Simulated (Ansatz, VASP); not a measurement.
**One calculation of Os, two programs**

File INCAR:

```
SYSTEM = Os
PREC     = Accurate       ! precision mode
ENCUT    = 520            ! plane-wave cutoff, eV
EDIFF    = 1E-7           ! SCF threshold, eV
ISMEAR   = -1             ! smearing method
SIGMA    = 0.05           ! smearing width, eV
LREAL    = .False.        ! projectors in reciprocal space
LASPH    = .True.         ! aspherical terms in the spheres
NELM     = 100            ! most SCF steps
ALGO     = Normal         ! electronic algorithm
ISIF     = 2              ! what is computed and relaxed
LWAVE    = .False.        ! write WAVECAR
LCHARG   = .False.        ! write CHGCAR
GGA      = PE             ! functional
NBANDS   = 15             ! bands
```

File KPOINTS:

```
regular mesh
0
Gamma
  15 15 9
  0 0 0
```

File POSCAR:

```
Os
1.0
    2.7138220692      0.0000000000      0.0000000000
   -1.3569110346      2.3502388533      0.0000000000
    0.0000000000      0.0000000000      4.3844955000
Os
2
Direct
    0.3333333333      0.6666666667      0.2500000000
    0.6666666667      0.3333333333      0.7500000000
```

Input for Ansatz:

```yaml
crystal:
  lattice:
    - [2.7138220692, 0.0, 0.0]
    - [-1.3569110346, 2.3502388533, 0.0]
    - [0.0, 0.0, 4.3844955]
  atoms:
    - { symbol: Os, position: [0.3333333333, 0.6666666667, 0.25] }
    - { symbol: Os, position: [0.6666666667, 0.3333333333, 0.75] }
kpoints:
  mp_grid: { grid: [15, 15, 9] }
scf:
  occupations: { method: fermi_dirac, width: 0.05 }
hamiltonian:
  xc: pbe
  pseudopotentials: { kind: all_electron, lapw: { basis_error: 0.0005 } }
output:
  forces: true
  stress: true
  eigenvalues: true
```

Change from the starting cell: z stretched by +1.5 % at fixed volume.

Alike in both runs: task single point; functional PBE; k mesh 15 × 15 × 9; occupations fermi-dirac, width 0.05 eV; no spin polarisation.

```csv
,VASP,Ansatz
version,VASP 6.6.1,Ansatz 0.2.0
potentials or method,"VASP PAW PBE potentials, release 64 (Os), cutoff 520 eV","all-electron LAPW, scalar-relativistic"
```

```tsv
	VASP	Ansatz	Ansatz less VASP
pressure (GPa)	8.5	8.5	-0.04
traceless stress, the component that is largest in VASP (GPa)	-8.74	-8.74	+0.002
```

Ansatz ran all-electron here, and VASP with PAW potentials.

Spin-orbit coupling is off throughout.
